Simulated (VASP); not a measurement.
## In3GaAs4: single point with r2SCAN

The system is In3GaAs4.

```
CELL_PARAMETERS angstrom
4.23706 0.00000 0.00000
0.00000 4.23706 0.00000
0.00000 0.00000 12.02911
ATOMIC_POSITIONS crystal
Ga 0.00000 0.00000 0.00000
As 0.00000 0.50000 0.11102
As 0.50000 0.00000 0.37057
As 0.00000 0.50000 0.62943
As 0.50000 0.00000 0.88898
In 0.50000 0.50000 0.24123
In 0.00000 0.00000 0.50000
In 0.50000 0.50000 0.75877
```

```
Program             : VASP 6.6.1
Task                : single point
Functional          : r2SCAN
Potentials or basis : VASP PAW PBE potentials, release 64 (Ga_d, As, In_d)
Cutoff              : 520 eV
k mesh              : 6 × 6 × 2
Occupations         : fermi-dirac, width 0.02 eV
Spin                : no spin polarisation
```

| Property | Result |
| --- | --- |
| Pressure | 0.0 GPa |
| Largest force | 0.004 eV/Å |
| Band gap on the k mesh | 0.16 eV |

Forces in eV/Å, atoms in the order of the input:
```
Ga   0.000  0.000  0.000
As   0.000  0.000  0.004
As   0.000  0.000  0.002
As   0.000  0.000 -0.002
As   0.000  0.000 -0.004
In   0.000  0.000  0.000
In   0.000  0.000  0.000
In   0.000  0.000  0.000
```

Levels at points of the mesh, in eV from the valence-band top:
```tsv
k point	band 32	band 33	band 34	band 35	band 36	band 37	band 38	band 39	band 40	band 41
(0.00, 0.00, 0.00)	-1.33	-1.33	-0.10	0.00	0.00	0.16	1.77	1.92	2.51	2.71
(0.50, 0.00, 0.00)	-1.06	-1.04	-0.97	-0.90	-0.88	0.99	1.35	2.64	3.18	4.86
(0.50, 0.50, 0.00)	-2.98	-2.50	-2.43	-2.43	-2.34	1.81	1.81	2.15	2.29	4.53
(0.00, 0.00, 0.50)	-1.94	-0.64	-0.64	-0.45	-0.45	1.58	1.71	2.19	2.20	2.49
(0.50, 0.00, 0.50)	-1.93	-1.58	-0.95	-0.90	-0.90	1.65	2.28	2.35	2.42	4.65
(0.50, 0.50, 0.50)	-2.78	-2.75	-2.68	-2.68	-2.64	2.71	2.71	2.83	2.83	3.00
```

Wall time 5.6 min on 1 thread of Intel(R) Xeon(R) 6975P-C (Granite Rapids) (shared host), peak memory 0.44 GiB.

Caveat: the PAW data sets were made with another functional, which shifts forces and pressure a little; spin-orbit coupling is left out, which moves the levels of the heavy elements.
